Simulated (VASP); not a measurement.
# Hf (P6_3/mmc) in VASP: a series of runs

Hf is run at these levels: PBE; tasks: single point.

Program: VASP 6.6.1. These are calculated values, not measurements. Logs are shortened: lines on timing, memory, paths and dates and some standing lists are left out, and cuts for length are marked.

## 1. The cell of the first run

Symmetry: P6_3/mmc, No. 194, hexagonal system. Conventional cell: a = 3.197 Å, b = 3.197 Å, c = 5.058 Å, α = 90.00°, β = 90.00°, γ = 120.00°. Hf (site symmetry -6m2) has 12 Hf at 3.13 to 3.20 Å within 4.1 Å.

## 2. Single point, PBE

Input file INCAR:

```
ALGO = Fast
EDIFF = 1E-6
ENCUT = 520
GGA = PE
ISIF = 2
ISMEAR = 0
LASPH = True
LCHARG = False
LREAL = False
LWAVE = False
NBANDS = 17
NELM = 80
PREC = Accurate
SIGMA = 0.1
```

Input file KPOINTS:

```
k-points
0
Gamma
  15 15 8
```

Input file POSCAR:

```
Hf
1.0
    3.1967000000      0.0000000000      0.0000000000
   -1.5983500000      2.7684234083      0.0000000000
    0.0000000000      0.0000000000      5.0578000000
Hf
2
Direct
    0.3333333333      0.6666666667      0.2500000000
    0.6666666667      0.3333333333      0.7500000000
```

Potentials or basis: VASP PAW PBE potentials, release 64 (Hf_pv).

The run is started by

```
cat potpaw_PBE.64/Hf_pv/POTCAR > POTCAR
mpirun -np 1 vasp_std > vasp.out
```

OUTCAR:

```text
EDIFF = 1E-6
   ENCUT = 520
   GGA = PE
   ISIF = 2
   ISMEAR = 0
   LASPH = True
   LREAL = False
   NELM = 80
   PREC = Accurate

 ion  position               nearest neighbor table
   1  0.333  0.667  0.250-   2 3.13   2 3.13   2 3.13   2 3.13   2 3.13   2 3.13
   2  0.667  0.333  0.750-   1 3.13   1 3.13   1 3.13   1 3.13   1 3.13   1 3.13

  LATTYP: Found a hexagonal cell.
 ALAT       =     3.1967000000
 C/A-ratio  =     1.5821941377

  Lattice vectors:

 A1 = (   3.1967000000,   0.0000000000,   0.0000000000)
 A2 = (  -1.5983500000,   2.7684234083,   0.0000000000)
 A3 = (   0.0000000000,   0.0000000000,   5.0578000000)

Analysis of symmetry for initial positions (statically):
=====================================================================
 Subroutine PRICEL returns:
 Original cell was already a primitive cell.

 Routine SETGRP: Setting up the symmetry group for a
 hexagonal supercell.

 Subroutine GETGRP returns: Found 24 space group operations
 (whereof 12 operations were pure point group operations)
 out of a pool of 24 trial point group operations.

The static configuration has the point symmetry D_3d.
 The point group associated with its full space group is D_6h.

Analysis of symmetry for dynamics (positions and initial velocities):
=====================================================================
 Subroutine PRICEL returns:
 Original cell was already a primitive cell.

 Routine SETGRP: Setting up the symmetry group for a
 hexagonal supercell.

 Subroutine GETGRP returns: Found 24 space group operations
 (whereof 12 operations were pure point group operations)
 out of a pool of 24 trial point group operations.

The dynamic configuration has the point symmetry D_3d.
 The point group associated with its full space group is D_6h.

 Subroutine INISYM returns: Found 24 space group operations
 (whereof 12 operations are pure point group operations),
 and found     1 'primitive' translations

----------------------------------------------------------------------------------------

                                     Primitive cell

  volume of cell :      44.7606

  direct lattice vectors                    reciprocal lattice vectors
     3.196700000  0.000000000  0.000000000     0.312822598  0.180608211  0.000000000
    -1.598350000  2.768423408  0.000000000     0.000000000  0.361216423  0.000000000
     0.000000000  0.000000000  5.057800000     0.000000000  0.000000000  0.197714421

  length of vectors
     3.196700000  3.196700000  5.057800000     0.361216423  0.361216423  0.197714421

  position of ions in fractional coordinates (direct lattice)
     0.333333333  0.666666667  0.250000000
     0.666666667  0.333333333  0.750000000

  ion indices of the primitive-cell ions
   primitive index   ion index
                 1           1
                 2           2

----------------------------------------------------------------------------------------

 KPOINTS: k-points

Automatic generation of k-mesh.
 Grid dimensions read from file:
 generate k-points for:   15   15    8

 Generating k-lattice:

  Cartesian coordinates                     Fractional coordinates (reciprocal lattice)
     0.020854840  0.012040547  0.000000000     0.066666667  0.000000000  0.000000000
     0.000000000  0.024081095  0.000000000     0.000000000  0.066666667  0.000000000
     0.000000000  0.000000000  0.024714303     0.000000000  0.000000000  0.125000000

  Length of vectors
     0.024081095  0.024081095  0.024714303

  Shift w.r.t. Gamma in fractional coordinates (k-lattice)
     0.000000000  0.000000000  0.000000000

 Subroutine IBZKPT returns following result:
 ===========================================

 Found    135 irreducible k-points:

 Following reciprocal coordinates:
            Coordinates               Weight
  0.000000  0.000000  0.000000      1.000000
  0.066667 -0.000000  0.000000      6.000000
  0.133333 -0.000000  0.000000      6.000000
  0.200000  0.000000  0.000000      6.000000
  0.266667 -0.000000  0.000000      6.000000
  0.333333 -0.000000  0.000000      6.000000
[... 16 lines left out ...]
  0.333333  0.200000  0.000000     12.000000
  0.400000  0.200000  0.000000      6.000000
 [... further k-points ...]
   k-points           NKPTS =    135   k-points in BZ     NKDIM =    135   number of bands    NBANDS=     17
   number of dos      NEDOS =    301   number of ions     NIONS =      2
   total plane-waves  NPLWV =  23040
   dimension x,y,z NGX =    24 NGY =   24 NGZ =   40
   dimension x,y,z NGXF=    48 NGYF=   48 NGZF=   80
   ions per type =               2
   NGX,Y,Z   is equivalent  to a cutoff of  12.48, 12.48, 13.15 a.u.
   NGXF,Y,Z  is equivalent  to a cutoff of  24.96, 24.96, 26.30 a.u.
 SYSTEM =  unknown system
   PREC   = accura    normal or accurate (medium, high low for compatibility)
   ISTART =      0    job   : 0-new  1-cont  2-samecut
   ICHARG =      2    charge: 1-file 2-atom 10-const
   ISPIN  =      1    spin polarized calculation?
   LNONCOLLINEAR =      F non collinear calculations
   LSORBIT =      F    spin-orbit coupling
   LASPH  =      T    aspherical Exc in radial PAW
   ENCUT  =  520.0 eV  38.22 Ry    6.18 a.u.   5.94  5.94  9.40*2*pi/ulx,y,z
   NELM   =     80;   NELMIN=  2; NELMDL= -5     # of ELM steps
   EDIFF  = 0.1E-05   stopping-criterion for ELM
   LREAL  =      F    real-space projection
   EDIFFG = 0.1E-04   stopping-criterion for IOM
   NSW    =      0    number of steps for IOM
   IBRION =     -1    ionic relax: 0-MD 1-quasi-New 2-CG
   NFREE  =      0    steps in history (QN), initial steepest desc. (CG)
   ISIF   =      2    stress and relaxation
   ISYM   =      2    0-nonsym 1-usesym 2-fastsym
   POTIM  = 0.5000    time-step for ionic-motion
   TEBEG  =    0.0;   TEEND  =   0.0 temperature during run
   PSTRESS=    0.0 pullay stress
   NELECT =      20.0000    total number of electrons
   NUPDOWN=      -1.0000    fix difference up-down
   EMIN   =  10.00;   EMAX   =-10.00  energy-range for DOS
   EFERMI =   0.00;   METHOD = LEGACY
   ISMEAR =     0;   SIGMA  =   0.10  broadening in eV -4-tet -1-fermi 0-gaus
   EFERMI_NEDOS =   21; number of points for ismear=-14 and -15
   IALGO  =     68    algorithm
   IMIX   =      4    mixing-type and parameters
     AMIX     =   0.40;   BMIX     =  1.00
     AMIX_MAG =   1.60;   BMIX_MAG =  1.00
  volume/ion in A,a.u.               =      22.38       151.03
  Fermi-wavevector in a.u.,A,eV,Ry     =   1.251563  2.365112 21.312311  1.566411
  Thomas-Fermi vector in A             =   2.385505
   LORBIT       =      0    0 simple, 1 ext, 2 COOP (PROOUT), +10 PAW based schemes
   GGA     = PE    functional components
   LHFCALC =     F    Hartree Fock is set to
   AEXX    =    0.0000 exact exchange contribution
   IVDW    =     0    specifies the selected vdW correction
   LEPSILON=     F    determine dielectric tensor
   LRPA    =     F    only Hartree local field effects (RPA)
 non-spin polarized calculation
 RMM-DIIS sequential band-by-band and
 Gauss-broadening in eV      SIGMA  =   0.10
  energy-cutoff  :      520.00
  volume of cell :       44.76
 maximum number of plane-waves:      1236
 NGX is ok and might be reduce to    24
   NGX = 11   NGY = 11   NGZ = 19

 number of electron      20.0000004 magnetization

 Free energy of the ion-electron system (eV)
  ---------------------------------------------------
  ext. energy  EPLUGINS =         0.00000000
  ---------------------------------------------------
  free energy    TOTEN  =       -19.85390262 eV

  energy without entropy =      -19.84668762  energy(sigma->0) =      -19.85029512

 E-fermi :   4.9242     XC(G=0): -11.2816

 val. band max:        4.9089601027   @ k =   0.1333  -0.0000   0.0000
 cond. band min:       4.9434376729   @ k =   0.1333   0.0667   0.2500
 fundamental gap:      0.0344775702
 Fermi energy:         4.9241724171

 k-point     1 :       0.0000    0.0000    0.0000
  band No.  band energies     occupation
      1     -26.1632      2.00000
      2     -25.4182      2.00000
      3     -25.4182      2.00000
      4     -25.2977      2.00000
      5     -25.2906      2.00000
      6     -25.2906      2.00000
[... 9 lines left out ...]
     16       7.5517      0.00000
     17      10.2459      0.00000

 k-point     2 :       0.0667   -0.0000    0.0000
  band No.  band energies     occupation
      1     -26.1516      2.00000
      2     -25.4428      2.00000
      3     -25.4265      2.00000
      4     -25.3166      2.00000
      5     -25.3030      2.00000
      6     -25.2939      2.00000
[... 9 lines left out ...]
     16       7.4214      0.00000
     17      10.3618      0.00000

 k-point     3 :       0.1333   -0.0000    0.0000
  band No.  band energies     occupation
      1     -26.1181      2.00000
      2     -25.5123      2.00000
      3     -25.4494      2.00000
      4     -25.3890      2.00000
      5     -25.3189      2.00000
      6     -25.3036      2.00000
[... 9 lines left out ...]
     16       7.3928      0.00000
     17      10.5993      0.00000

 k-point     4 :       0.2000    0.0000    0.0000
  band No.  band energies     occupation
      1     -26.0655      2.00000
      2     -25.6149      2.00000
      3     -25.4923      2.00000
      4     -25.4820      2.00000
      5     -25.3455      2.00000
      6     -25.3189      2.00000
[... 9 lines left out ...]
     16       7.9625      0.00000
     17      10.8656      0.00000
[... 343 lines left out ...]
      1     -25.8592      2.00000
      2     -25.8345      2.00000
      3     -25.7909      2.00000
      4     -25.6104      2.00000
      5     -25.4891      2.00000
      6     -25.4724      2.00000
[... 9 lines left out ...]
     16      10.8721      0.00000
     17      11.2123      0.00000

 k-point    23 :       0.3333    0.2000    0.0000
  band No.  band energies     occupation
      1     -25.9103      2.00000
      2     -25.7918      2.00000
      3     -25.7702      2.00000
      4     -25.6661      2.00000
      5     -25.5388      2.00000
      6     -25.4990      2.00000
[... 9 lines left out ...]
     16      10.8545      0.00000
     17      11.8204      0.00000

 k-point    24 :       0.4000    0.2000    0.0000
  band No.  band energies     occupation
      1     -25.9281      2.00000
      2     -25.7854      2.00000
      3     -25.7390      2.00000
      4     -25.6931      2.00000
      5     -25.5649      2.00000
      6     -25.5081      2.00000
[... 9 lines left out ...]
     16      10.8494      0.00000
     17      11.5201      0.00000

 [... further k-points ...]

------------------------ aborting loop because EDIFF is reached ----------------------------------------

  FORCE on cell =-STRESS in cart. coord.  units (eV):
  Direction    XX          YY          ZZ          XY          YZ          ZX
  --------------------------------------------------------------------------------------
  -------------------------------------------------------------------------------------
  Total        0.1306240      0.1306240      0.0817710      0.0000000      0.0000000      0.0000000
  in kB        4.6756029      4.6756029      2.9269415      0.0000000      0.0000000      0.0000000
  external PRESSURE =       4.0927158 kB  Pullay stress =       0.0000000 kB

 VOLUME and BASIS-vectors are now :
 -----------------------------------------------------------------------------
  energy-cutoff  :      520.00
  volume of cell :       44.76
      direct lattice vectors                 reciprocal lattice vectors
     3.196700000  0.000000000  0.000000000     0.312822598  0.180608211  0.000000000
    -1.598350000  2.768423408  0.000000000     0.000000000  0.361216423  0.000000000
     0.000000000  0.000000000  5.057800000     0.000000000  0.000000000  0.197714421

 POSITION                                       TOTAL-FORCE (eV/Angst)
 -----------------------------------------------------------------------------------
     -0.00000      1.84562      1.26445        -0.000000      0.000000      0.000000
      1.59835      0.92281      3.79335         0.000000     -0.000000      0.000000
 -----------------------------------------------------------------------------------
    total drift:                               -0.000000      0.000000     -0.000000

  FREE ENERGIE OF THE ION-ELECTRON SYSTEM (eV)
  ---------------------------------------------------
  free  energy   TOTEN  =       -19.8539026229 eV

  energy  without entropy=      -19.8466876240  energy(sigma->0) =      -19.85029512
```

Run time: 44 s. Hardware: 1 thread of Intel Xeon Platinum 8488C (Sapphire Rapids), shared host; peak memory 0.21 GiB.

Results:

| Property | Result |
| --- | --- |
| Free energy | -19.8539 eV |
| Pressure | 0.4 GPa |
| Band gap on the k mesh | zero (band 10 reaches 6.10 eV, above the bottom of band 11 at 4.48 eV) |

Stress tensor (GPa, compression positive):
```
0.47 0.00 0.00
0.00 0.47 0.00
0.00 0.00 0.29
```

Levels at points of the mesh, in eV from the Fermi level:
```tsv
k point	band 8	band 9	band 10	band 11	band 12	band 13
(0.00, 0.00, 0.00)	-3.72	0.63	1.17	1.17	1.45	1.99
(0.00, 0.00, 0.50)	-5.41	0.14	0.14	1.06	1.06	1.06
```

Caveat: spin-orbit coupling is left out, which moves the levels of the heavy elements.

[end of part 1 of 2]
